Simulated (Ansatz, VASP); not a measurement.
Two plane-wave programs on CdF2

POSCAR

```
CdF2
1.0
    0.0000000000      2.6940984906      2.6940984906
    2.6940984906      0.0000000000      2.6940984906
    2.6940984906      2.6940984906      0.0000000000
Cd F
1 2
Direct
    0.0000000000      0.0000000000      0.0000000000
    0.2500000000      0.2500000000      0.2500000000
    0.7500000000      0.7500000000      0.7500000000
```

The input INCAR.step1:

```
PREC = Accurate
ENCUT = 520
ISMEAR = 0
SIGMA = 0.05
LREAL = False
LASPH = True
NELM = 150
ISPIN = 2
MAGMOM = 1 1 1
NBANDS = 24
GGA = PE
ALGO = Normal
EDIFF = 1E-4
LWAVE = True
LCHARG = False
```

INCAR.step2

```
PREC = Accurate
ENCUT = 520
EDIFF = 1E-6
ISMEAR = 0
SIGMA = 0.05
LREAL = False
LASPH = True
NELM = 150
ALGO = Normal
ISIF = 2
LWAVE = False
LCHARG = False
ISPIN = 2
MAGMOM = 1 1 1
LORBIT = 11
METAGGA = R2SCAN
LMIXTAU = True
NBANDS = 24
ISTART = 1
```

Contents of KPOINTS:

```
Automatic mesh
0
Gamma
  8 8 8
```

Input for Ansatz:

```yaml
crystal:
  lattice:
    - [0.0, 2.6940984906, 2.6940984906]
    - [2.6940984906, 0.0, 2.6940984906]
    - [2.6940984906, 2.6940984906, 0.0]
  atoms:
    - { symbol: Cd, position: [0.0, 0.0, 0.0], spin: 1.0 }
    - { symbol: F, position: [0.25, 0.25, 0.25], spin: 1.0 }
    - { symbol: F, position: [0.75, 0.75, 0.75], spin: 1.0 }
basis:
  ecutwfc: 500
  ecutrho_ratio: 4
kpoints:
  mp_grid: { grid: [8, 8, 8] }
hamiltonian:
  xc: r2scan
scf:
  occupations: { method: gaussian, width: 0.05 }
  initial_density: { chi_scale: 0.1 }
output:
  forces: true
  stress: true
  write_density: true
  write_potential: true
  elf: true
  volumetric_format: npy
magnetization:
  spin_polarized: true
```

Alike in both runs: task single point; functional r2SCAN; k mesh 8 × 8 × 8; occupations gaussian, width 0.05 eV; collinear spin.

```csv
,VASP,Ansatz
version,VASP 6.6.1,Ansatz 0.2.0
potentials or method,"VASP PAW PBE potentials, release 64 (Cd, F), cutoff 520 eV","scalar-relativistic, plane waves, PAW"
valence electrons in the cell,26,34
```

```csv
,VASP,Ansatz,Ansatz less VASP
gap on the k mesh at the Fermi level (eV),3.75,3.79,+0.044
pressure (GPa),1.0,0.0,-0.98
net moment per atom (μB),0.00,0.00,0.000
```

VASP's potentials were made for PBE, not for r2SCAN. The functional is the same, so the differences come from potentials, cutoffs and numerics. VASP's potentials hold 26 valence electrons a cell and Ansatz's 34, so a difference there can come from the potentials and not from the codes. Ansatz's warnings: seeded moment not kept, stability check not made.
